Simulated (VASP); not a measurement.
The system is GaP.

```
CELL_PARAMETERS angstrom
1.94302 1.12180 6.43081
-1.94302 1.12180 6.43081
0.00000 -2.24360 6.43081
ATOMIC_POSITIONS crystal
Ga 0.43537 0.43537 0.43537
Ga 0.56463 0.56463 0.56463
P 0.05739 0.05739 0.05739
P 0.94261 0.94261 0.94261
```

Base run:

```yaml
Program: VASP 6.6.1
Functional: PBEsol
Potentials_or_basis: VASP PAW PBE potentials, release 64 (Ga_d, P)
Cutoff: 520 eV
k_mesh: 6 × 6 × 6
Occupations: gaussian, width 0.01 eV
Spin: no spin polarisation
```

Its results: band gap on the k mesh 0.74 eV, indirect (least direct gap 1.02 eV); pressure -2.8 GPa; largest force 0.090 eV/Å.

Q: After a change of settings the same cell gave: band gap on the k mesh 0.67 eV, indirect (least direct gap 0.91 eV); pressure 0.9 GPa; largest force 0.377 eV/Å. Which change was it?
A. k mesh from 6 × 6 × 6 to 2 × 2 × 2; further incar settings from ALGO = Normal; EDIFF = 1e-07; NBANDS = 26 to ALGO = Normal; EDIFF = 1e-06; NBANDS = 26
B. k mesh from 6 × 6 × 6 to 8 × 8 × 8
C. k mesh from 6 × 6 × 6 to 4 × 4 × 4

A: A.

Caveats: some runs use coarse meshes; the PAW data sets were made with another functional, which shifts forces and pressure a little.
